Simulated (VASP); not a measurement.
Runs of VASP 6.6.1 on ZrO2. The structure is that of space group Fm-3m (No. 225), or close to it. The cells are those of the table. 

```csv
task,cell,k mesh,smearing,gap on the mesh (eV),pressure (GPa),relaxed volume (Å³/atom)
relaxation of cell and atoms,"relaxed from a = 3.556 Å, angles 60.0°, 3 atoms",8 × 8 × 8,gaussian 0.02 eV,3.32,0.0,(a)
single point,"a = 3.556 Å, angles 60.0°, 3 atoms",6 × 6 × 6,gaussian 0.1 eV,3.33,0.2,-
single point,"a = 3.599 Å, angles 60.0°, 3 atoms",6 × 6 × 6,gaussian 0.1 eV,3.23,-9.0,-
single point,"a = 3.554 Å, angles 60.0°, 3 atoms",8 × 8 × 8,gaussian 0.02 eV,3.33,(b),-
relaxation of cell and atoms,"relaxed from a = 3.599 Å, angles 60.0°, 3 atoms",6 × 6 × 6,gaussian 0.1 eV,3.32,-0.2,10.61
```

Alike in all rows: level LDA; potentials or basis VASP PAW LDA potentials, release 64 (Zr_sv, O); no spin polarisation; cutoff (eV) 600.

Task: Estimate the missing entries.

Result: (a) 10.60; (b) 0.5.

Caveats: the cell stands under tension (at least some runs).

A k mesh can miss the band edges, and the runs leave out spin-orbit coupling on Zr.
